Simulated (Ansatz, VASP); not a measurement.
# Two plane-wave programs on HfN

Contents of INCAR:

```
SYSTEM = HfN
  PREC = Accurate
  ENCUT = 520
  EDIFF = 1E-6
  ISMEAR = 0
  SIGMA = 0.15
  LREAL = .FALSE.
  LASPH = .TRUE.
  NELM = 80
  ALGO = Normal
  ISIF = 2
  LWAVE = .FALSE.
  LCHARG = .TRUE.
  GGA = PS
  LELF = .TRUE.
  LVHAR = .TRUE.
  NBANDS = 14
```

File KPOINTS:

```
Automatic mesh
0
G
  18 18 18
  0 0 0
```

POSCAR

```
HfN
1.0
    0.0000000000      2.2590000000      2.3719500000
    2.2590000000      0.0000000000      2.3719500000
    2.2590000000      2.2590000000      0.0000000000
Hf N
1 1
Direct
    0.0000000000      0.0000000000      0.0000000000
    0.5000000000      0.5000000000      0.5000000000
```

Input for Ansatz:

```yaml
crystal:
  lattice:
    - [0.0, 2.259, 2.37195]
    - [2.259, 0.0, 2.37195]
    - [2.259, 2.259, 0.0]
  atoms:
    - { symbol: Hf, position: [0.0, 0.0, 0.0] }
    - { symbol: "N", position: [0.5, 0.5, 0.5] }
basis:
  ecutwfc: 420
kpoints:
  mp_grid: { grid: [18, 18, 18] }
hamiltonian:
  xc: pbesol
scf:
  occupations: { method: gaussian, width: 0.15 }
output:
  forces: true
  stress: true
  eigenvalues: true
  write_density: true
  write_potential: true
  elf: true
  volumetric_format: npy
```

Change from the starting cell: strain +0.000 along x and y, +0.050 along z, atoms carried along.

Alike in both runs: task single point; functional PBEsol; k mesh 18 × 18 × 18; occupations gaussian, width 0.15 eV; no spin polarisation.

```csv
,VASP,Ansatz
version,VASP 6.6.1,Ansatz 0.2.0
potentials or method,"VASP PAW PBE potentials, release 64 (Hf_pv, N), cutoff 520 eV","scalar-relativistic, plane waves, PAW"
valence electrons in the cell,15,31
```

|  | VASP | Ansatz | Ansatz less VASP |
| --- | --- | --- | --- |
| gap on the k mesh at the Fermi level (eV) | none | none | - |
| pressure (GPa) | -15.7 | -13.6 | +2.02 |
| traceless stress, the component that is largest in VASP (GPa) | -11.34 | -11.52 | -0.184 |

VASP's potentials were made for PBE, not for PBEsol. A gap of «none» marks a metal or a gap that the smearing closes. VASP's potentials hold 15 valence electrons a cell and Ansatz's 31, so a difference there can come from the potentials and not from the codes.

Neither program's run includes spin-orbit coupling.
